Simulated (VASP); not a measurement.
# Nb3B5 (P1) in VASP: relaxation of cell and atoms with PBE

Aim: the relaxation of cell and atoms of Nb3B5 with PBE.

Program: VASP 6.6.1. These are calculated values, not measurements. Logs are shortened: lines on timing, memory, paths and dates and some standing lists are left out, and cuts for length are marked.

## Step 1: The cell of the first run

The typed cell holds 8 atoms: a = 3.184 Å, b = 3.097 Å, c = 9.563 Å, α = 88.40°, β = 91.01°, γ = 120.46°.

## Step 2: Relaxation of cell and atoms, PBE

INCAR reads:

```
PREC     = Accurate       # precision mode
ENCUT    = 600            # plane-wave cutoff, eV
EDIFF    = 1E-6           # SCF threshold, eV
ISMEAR   = 0              # smearing method
SIGMA    = 0.2            # smearing width, eV
LREAL    = F              # projectors in reciprocal space
LASPH    = T              # aspherical terms in the spheres
NELM     = 80             # most SCF steps
ALGO     = Normal         # electronic algorithm
ISIF     = 3              # what is computed and relaxed
LWAVE    = F              # write WAVECAR
LCHARG   = F              # write CHGCAR
GGA      = PE             # functional
IBRION   = 2              # ionic algorithm
NSW      = 80             # ionic steps
EDIFFG   = -0.025         # ionic threshold
```

KPOINTS reads:

```
Automatic mesh
0
Gamma
  12 12 2
```

POSCAR reads:

```
Nb3B5
1.0
    3.1841428864      0.0129490890     -0.0277711487
   -1.5808572032      2.6631196188      0.0432060534
   -0.0857965278      0.1045962941      9.5620448856
Nb B
3 5
Direct
   -0.0086259000      0.9853282878      0.1618251439
    0.0211553341      0.0161045393      0.8417702180
    0.0026980939     -0.0267173437      0.4959449012
    0.3337550423      0.6709420665     -0.0111308278
    0.3875794312      0.6969778819      0.3276633862
    0.6414333953      0.3346628288      0.3261500988
    0.3191195195      0.6779513513      0.6772680211
    0.6362184170      0.3114170547      0.6805090585
```

Potentials or basis: VASP PAW PBE potentials, release 64 (Nb_sv, B).

Launch:

```
$ cat potpaw_PBE.64/Nb_sv/POTCAR potpaw_PBE.64/B/POTCAR > POTCAR
$ mpirun -np 1 vasp_std > vasp.out
```

OUTCAR:

```text
PREC = Accurate
   ENCUT = 600
   EDIFF = 1E-6
   ISMEAR = 0
   LREAL = F
   LASPH = T
   NELM = 80
   ISIF = 3
   GGA = PE
   IBRION = 2
   NSW = 80
   EDIFFG = -0.025

 ion  position               nearest neighbor table
   1  0.991  0.985  0.162-   5 2.30   6 2.32   6 2.37   5 2.43   4 2.44   4 2.44   4 2.47   6 2.50
                             5 2.50
   2  0.021  0.016  0.842-   4 2.25   4 2.27   8 2.29   7 2.34   4 2.36   7 2.37   8 2.39   8 2.46
                             7 2.48
   3  0.003  0.973  0.496-   5 2.33   7 2.38   6 2.38   6 2.39   5 2.46   8 2.47   8 2.47   5 2.49
                             6 2.52   7 2.57   7 2.59
   4  0.334  0.671  0.989-   2 2.25   2 2.27   2 2.36   1 2.44   1 2.44   1 2.47
   5  0.388  0.697  0.328-   6 1.68   6 1.71   6 2.05   1 2.30   3 2.33   1 2.43   3 2.46   3 2.49
                             1 2.50
   6  0.641  0.335  0.326-   5 1.68   5 1.71   5 2.05   1 2.32   1 2.37   3 2.38   3 2.39   1 2.50
                             3 2.52
   7  0.319  0.678  0.677-   8 1.69   8 1.86   8 1.87   2 2.34   2 2.37   3 2.38   2 2.48   3 2.57
                             3 2.59
   8  0.636  0.311  0.681-   7 1.69   7 1.86   7 1.87   2 2.29   2 2.39   2 2.46   3 2.47   3 2.47

  LATTYP: Found a triclinic cell.
 ALAT       =     3.0972862903
 B/A-ratio  =     1.0072147711
 C/A-ratio  =     3.0875421012
 COS(alpha) =     0.0097187436
 COS(beta)  =     0.0279318283
 COS(gamma) =     0.4753264845

  Lattice vectors:

 A1 = (   1.5808572032,  -2.6631196188,  -0.0432060534)
 A2 = (  -1.6032856832,  -2.6760687078,  -0.0154349047)
 A3 = (   0.0857965278,  -0.1045962941,  -9.5620448856)

Analysis of symmetry for initial positions (statically):
=====================================================================
 Subroutine PRICEL returns:
 Original cell was already a primitive cell.

 Routine SETGRP: Setting up the symmetry group for a
 triclinic supercell.

 Subroutine GETGRP returns: Found  1 space group operations
 (whereof  1 operations were pure point group operations)
 out of a pool of  2 trial point group operations.

The static configuration has the point symmetry C_1 .

Analysis of symmetry for dynamics (positions and initial velocities):
=====================================================================
 Subroutine PRICEL returns:
 Original cell was already a primitive cell.

 Routine SETGRP: Setting up the symmetry group for a
 triclinic supercell.

 Subroutine GETGRP returns: Found  1 space group operations
 (whereof  1 operations were pure point group operations)
 out of a pool of  2 trial point group operations.

The dynamic configuration has the point symmetry C_1 .

 Subroutine INISYM returns: Found  1 space group operations
 (whereof  1 operations are pure point group operations),
 and found     1 'primitive' translations

----------------------------------------------------------------------------------------

                                     Primitive cell

  volume of cell :      81.2633

  direct lattice vectors                    reciprocal lattice vectors
     3.184142886  0.012949089 -0.027771149     0.313306743  0.185969737  0.000776914
    -1.580857203  2.663119619  0.043206053    -0.001559431  0.374640486 -0.004112070
    -0.085796528  0.104596294  9.562044886     0.000916986 -0.001152697  0.104600978

  length of vectors
     3.184290319  3.097286290  9.563001821     0.364343878  0.374666298  0.104611348

  position of ions in fractional coordinates (direct lattice)
     0.991374100  0.985328288  0.161825144
     0.021155334  0.016104539  0.841770218
     0.002698094  0.973282656  0.495944901
     0.333755042  0.670942066  0.988869172
     0.387579431  0.696977882  0.327663386
     0.641433395  0.334662829  0.326150099
     0.319119519  0.677951351  0.677268021
     0.636218417  0.311417055  0.680509059

  ion indices of the primitive-cell ions
   primitive index   ion index
                 1           1
                 2           2
                 3           3
                 4           4
                 5           5
                 6           6
                 7           7
                 8           8

----------------------------------------------------------------------------------------

 KPOINTS: Automatic mesh

Automatic generation of k-mesh.
 Grid dimensions read from file:
 generate k-points for:   12   12    2

 Generating k-lattice:

  Cartesian coordinates                     Fractional coordinates (reciprocal lattice)
     0.026108895  0.015497478  0.000064743     0.083333333 -0.000000000  0.000000000
    -0.000129953  0.031220041 -0.000342673    -0.000000000  0.083333333  0.000000000
     0.000458493 -0.000576349  0.052300489     0.000000000  0.000000000  0.500000000

  Length of vectors
     0.030361990  0.031222192  0.052305674

  Shift w.r.t. Gamma in fractional coordinates (k-lattice)
     0.000000000  0.000000000  0.000000000

 Subroutine IBZKPT returns following result:
 ===========================================

 Found    148 irreducible k-points:

 Following reciprocal coordinates:
            Coordinates               Weight
  0.000000  0.000000  0.000000      1.000000
  0.083333  0.000000  0.000000      2.000000
  0.166667  0.000000  0.000000      2.000000
  0.250000  0.000000 -0.000000      2.000000
  0.333333  0.000000  0.000000      2.000000
  0.416667  0.000000  0.000000      2.000000
[... 16 lines left out ...]
  0.250000  0.166667 -0.000000      2.000000
  0.333333  0.166667 -0.000000      2.000000
 [... further k-points ...]
   k-points           NKPTS =    148   k-points in BZ     NKDIM =    148   number of bands    NBANDS=     32
   number of dos      NEDOS =    301   number of ions     NIONS =      8
   total plane-waves  NPLWV =  62720
   dimension x,y,z NGX =    28 NGY =   28 NGZ =   80
   dimension x,y,z NGXF=    56 NGYF=   56 NGZF=  160
   ions per type =               3   5
   NGX,Y,Z   is equivalent  to a cutoff of  14.62, 15.03, 13.91 a.u.
   NGXF,Y,Z  is equivalent  to a cutoff of  29.24, 30.06, 27.81 a.u.
 SYSTEM =  unknown system
   PREC   = accura    normal or accurate (medium, high low for compatibility)
   ISTART =      0    job   : 0-new  1-cont  2-samecut
   ICHARG =      2    charge: 1-file 2-atom 10-const
   ISPIN  =      1    spin polarized calculation?
   LNONCOLLINEAR =      F non collinear calculations
   LSORBIT =      F    spin-orbit coupling
   LASPH  =      T    aspherical Exc in radial PAW
   ENCUT  =  600.0 eV  44.10 Ry    6.64 a.u.   6.36  6.19 19.10*2*pi/ulx,y,z
   NELM   =     80;   NELMIN=  2; NELMDL= -5     # of ELM steps
   EDIFF  = 0.1E-05   stopping-criterion for ELM
   LREAL  =      F    real-space projection
   EDIFFG = -.3E-01   stopping-criterion for IOM
   NSW    =     80    number of steps for IOM
   IBRION =      2    ionic relax: 0-MD 1-quasi-New 2-CG
   NFREE  =      1    steps in history (QN), initial steepest desc. (CG)
   ISIF   =      3    stress and relaxation
   ISYM   =      2    0-nonsym 1-usesym 2-fastsym
   POTIM  = 0.5000    time-step for ionic-motion
   TEBEG  =    0.0;   TEEND  =   0.0 temperature during run
   PSTRESS=    0.0 pullay stress
   NELECT =      54.0000    total number of electrons
   NUPDOWN=      -1.0000    fix difference up-down
   EMIN   =  10.00;   EMAX   =-10.00  energy-range for DOS
   EFERMI =   0.00;   METHOD = LEGACY
   ISMEAR =     0;   SIGMA  =   0.20  broadening in eV -4-tet -1-fermi 0-gaus
   EFERMI_NEDOS =   21; number of points for ismear=-14 and -15
   IALGO  =     38    algorithm
   IMIX   =      4    mixing-type and parameters
     AMIX     =   0.40;   BMIX     =  1.00
     AMIX_MAG =   1.60;   BMIX_MAG =  1.00
  volume/ion in A,a.u.               =      10.16        68.55
  Fermi-wavevector in a.u.,A,eV,Ry     =   1.428591  2.699645 27.767748  2.040872
  Thomas-Fermi vector in A             =   2.548636
   LORBIT       =      0    0 simple, 1 ext, 2 COOP (PROOUT), +10 PAW based schemes
   GGA     = PE    functional components
   LHFCALC =     F    Hartree Fock is set to
   AEXX    =    0.0000 exact exchange contribution
   IVDW    =     0    specifies the selected vdW correction
   LEPSILON=     F    determine dielectric tensor
   LRPA    =     F    only Hartree local field effects (RPA)
 conjugate gradient relaxation of ions
 non-spin polarized calculation
 Gauss-broadening in eV      SIGMA  =   0.20
  energy-cutoff  :      600.00
  volume of cell :       81.26
 maximum number of plane-waves:      2738
 NGX is ok and might be reduce to    28
   NGX = 13   NGY = 13   NGZ = 39

--------------------------------------- Ionic step        1  -------------------------------------------

 number of electron      54.0000000 magnetization

 Free energy of the ion-electron system (eV)
  ---------------------------------------------------
  ext. energy  EPLUGINS =         0.00000000
  ---------------------------------------------------
  free energy    TOTEN  =       -68.62701740 eV

  energy without entropy =      -68.58923771  energy(sigma->0) =      -68.60812756

------------------------ aborting loop because EDIFF is reached ----------------------------------------

  FORCE on cell =-STRESS in cart. coord.  units (eV):
  Direction    XX          YY          ZZ          XY          YZ          ZX
  --------------------------------------------------------------------------------------
  -------------------------------------------------------------------------------------
  Total       -1.0808711      4.7066418      2.3659150     -0.4596227     -2.8633995      1.5225434
  in kB      -21.3103143     92.7955402     46.6460742     -9.0618615    -56.4544131     30.0182676
  external PRESSURE =      39.3771000 kB  Pullay stress =       0.0000000 kB
[... 107 lines left out ...]
  FREE ENERGIE OF THE ION-ELECTRON SYSTEM (eV)
  ---------------------------------------------------
  free  energy   TOTEN  =       -69.2797474226 eV

  energy  without entropy=      -69.2502339995  energy(sigma->0) =      -69.26499071

[... ionic steps 4 to 11 ...]

--------------------------------------- Ionic step       12  -------------------------------------------

 number of electron      54.0000001 magnetization

------------------------ aborting loop because EDIFF is reached ----------------------------------------
[... 79 lines left out ...]
--------------------------------------- Ionic step       14  -------------------------------------------

 number of electron      54.0000001 magnetization

 Free energy of the ion-electron system (eV)
  ---------------------------------------------------
  ext. energy  EPLUGINS =         0.00000000
  ---------------------------------------------------
  free energy    TOTEN  =       -69.41037708 eV

  energy without entropy =      -69.38306013  energy(sigma->0) =      -69.39671860

 E-fermi :  11.0754     XC(G=0): -12.8063

 val. band max:       11.0677402730   @ k =  -0.1667   0.0833   0.0000
 cond. band min:      11.1281637678   @ k =   0.3333   0.3333   0.5000
 fundamental gap:      0.0604234949
 Fermi energy:        11.0754071284

 k-point     1 :       0.0000    0.0000    0.0000
  band No.  band energies     occupation
      1     -44.4792      2.00000
      2     -43.6259      2.00000
      3     -43.5990      2.00000
      4     -20.7851      2.00000
      5     -20.2347      2.00000
      6     -20.2343      2.00000
[... 829 lines left out ...]
     31      14.0010      0.00000
     32      14.3294      0.00000

 [... further k-points ...]

------------------------ aborting loop because EDIFF is reached ----------------------------------------

  FORCE on cell =-STRESS in cart. coord.  units (eV):
  Direction    XX          YY          ZZ          XY          YZ          ZX
  --------------------------------------------------------------------------------------
  -------------------------------------------------------------------------------------
  Total       -0.0138436     -0.0273302     -0.0051519      0.0093086     -0.0195665     -0.0006346
  in kB       -0.2729782     -0.5389183     -0.1015883      0.1835539     -0.3858280     -0.0125143
  external PRESSURE =      -0.3044949 kB  Pullay stress =       0.0000000 kB
[... 23 lines left out ...]
  FREE ENERGIE OF THE ION-ELECTRON SYSTEM (eV)
  ---------------------------------------------------
  free  energy   TOTEN  =       -69.4103770841 eV

  energy  without entropy=      -69.3830601252  energy(sigma->0) =      -69.39671860

 reached required accuracy - stopping structural energy minimisation
```

It took 42 min on 1 thread of AMD EPYC 9R45 (Zen 5), shared host; peak memory 0.48 GiB.

What came out:

| Item | Value |
| --- | --- |
| Free energy | -69.4104 eV |
| Relaxed volume | 10.16 Å³/atom |
| Relaxed cell | a = 3.122 Å, b = 3.122 Å, c = 9.624 Å, α = 89.99°, β = 89.99°, γ = 120.00° |
| Space group after relaxing (to 0.05 Å) | P-6m2 (No. 187) |
| Energy gained by relaxing | 97.9 meV/atom |
| Ionic steps | 14 |
| Pressure after relaxing | 0.0 GPa |
| Largest force after relaxing | 0.018 eV/Å |
| Band gap on the k mesh | zero (band 27 reaches 11.50 eV, above the bottom of band 28 at 10.89 eV) |

Forces on the atoms (eV/Å):
```
Nb  -0.006 -0.001 -0.010
Nb   0.004  0.000 -0.008
Nb  -0.007 -0.005  0.002
B    0.001  0.002 -0.008
B    0.005  0.003 -0.001
B   -0.012 -0.004  0.001
B    0.008  0.013  0.010
B    0.007 -0.007  0.012
```

Step by step:
| step | energy change (eV) | largest force (eV/Å) | pressure (GPa) | volume (Å³) |
| --- | --- | --- | --- | --- |
| 1 | 0.0000 | 2.3481 | 3.94 | 81.26 |
| 2 | -0.6409 | 0.5286 | -8.67 | 84.18 |
| 3 | -0.6527 | 0.7260 | -7.58 | 83.81 |
| 4 | -0.6745 | 0.5454 | 9.01 | 78.78 |
| 5 | -0.7569 | 0.4137 | 0.72 | 81.06 |
| 6 | -0.7787 | 0.1225 | 0.07 | 81.23 |
| 7 | -0.7788 | 0.1270 | 0.06 | 81.23 |
| 8 | -0.7814 | 0.0692 | -0.11 | 81.28 |
| 9 | -0.7819 | 0.0806 | -0.23 | 81.32 |
| 10 | -0.7828 | 0.0452 | 0.26 | 81.17 |
| 11 | -0.7828 | 0.0419 | 0.33 | 81.14 |
| 12 | -0.7831 | 0.0428 | -0.21 | 81.31 |
| 13 | -0.7832 | 0.0396 | -0.14 | 81.28 |
| 14 | -0.7834 | 0.0178 | -0.03 | 81.25 |

Final structure:
```cif
data_structure
_symmetry_space_group_name_H-M 'P 1'
_symmetry_Int_Tables_number 1
_cell_length_a 3.1222
_cell_length_b 3.1225
_cell_length_c 9.6240
_cell_angle_alpha 89.992
_cell_angle_beta 89.995
_cell_angle_gamma 120.003
_cell_volume 81.25
loop_
_atom_site_label
_atom_site_type_symbol
_atom_site_fract_x
_atom_site_fract_y
_atom_site_fract_z
_atom_site_occupancy
Nb1 Nb 0.00045 0.00014 0.15785 1
Nb2 Nb 0.99956 0.99984 0.84229 1
Nb3 Nb 0.00020 0.00012 0.49996 1
B1 B 0.33322 0.66657 0.00010 1
B2 B 0.33367 0.66678 0.32938 1
B3 B 0.66728 0.33353 0.32386 1
B4 B 0.33274 0.66636 0.67054 1
B5 B 0.66621 0.33332 0.67602 1
```
